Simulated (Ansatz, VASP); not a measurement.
MgO: VASP beside Ansatz

File INCAR:

```
  PREC = Accurate
  ENCUT = 520
  EDIFF = 1E-6
  ISMEAR = 0
  SIGMA = 0.05
  LREAL = False
  LASPH = True
  NELM = 100
  ALGO = Normal
  ISIF = 2
  LWAVE = False
  LCHARG = False
  GGA = PE
  NBANDS = 16
```

File KPOINTS:

```
Automatic mesh
0
Gamma
  9 9 6
```

File POSCAR:

```
MgO
1.0
    3.1197997655      0.0000000000      0.0000000000
   -1.5598998828      2.7018258517      0.0000000000
    0.0000000000      0.0000000000      5.7834848054
Mg O
2 2
Direct
    0.3333333333      0.6666666667      0.0160814757
    0.6666666667      0.3333333333      0.5160814757
    0.3333333333      0.6666666667      0.3982811987
    0.6666666667      0.3333333333      0.8982811987
```

Input for Ansatz:

```yaml
crystal:
  lattice:
    - [3.1197997655, 0.0, 0.0]
    - [-1.5598998828, 2.7018258517, 0.0]
    - [0.0, 0.0, 5.7834848054]
  atoms:
    - { symbol: Mg, position: [0.3333333333, 0.6666666667, 0.0160814757] }
    - { symbol: Mg, position: [0.6666666667, 0.3333333333, 0.5160814757] }
    - { symbol: O, position: [0.3333333333, 0.6666666667, 0.3982811987] }
    - { symbol: O, position: [0.6666666667, 0.3333333333, 0.8982811987] }
basis:
  ecutwfc: 520.0
kpoints:
  mp_grid: { grid: [9, 9, 6] }
hamiltonian:
  xc: pbe
  pseudopotentials: { kind: paw, azcp: { folder: soft_1 } }
scf:
  occupations: { method: gaussian, width: 0.05 }
output:
  forces: true
  stress: true
  eigenvalues: true
```

Alike in both runs: task single point; functional PBE; k mesh 9 × 9 × 6; occupations gaussian, width 0.05 eV; no spin polarisation.

```csv
,VASP,Ansatz
version,VASP 6.6.1,Ansatz 0.2.0
potentials or method,"VASP PAW PBE potentials, release 64 (Mg, O), cutoff 520 eV","scalar-relativistic, plane waves, PAW"
valence electrons in the cell,16,32
```

Ansatz gave:

- gap on the k mesh at the Fermi level (eV): 3.28
- least direct gap on the mesh (eV): 3.28
- pressure (GPa): 4.3
- traceless stress, the component that is largest in VASP (GPa): -19.90
- rms of the force components (eV/Å): 0.400

Estimate VASP's values.

gap on the k mesh at the Fermi level (eV): 3.26; least direct gap on the mesh (eV): 3.26; pressure (GPa): 3.9; traceless stress, the component that is largest in VASP (GPa): -20.18; rms of the force components (eV/Å): 0.405.

Atom by atom the forces differ by 0.005 eV/Å (rms over components). VASP's potentials hold 16 valence electrons a cell and Ansatz's 32, so a difference there can come from the potentials and not from the codes.
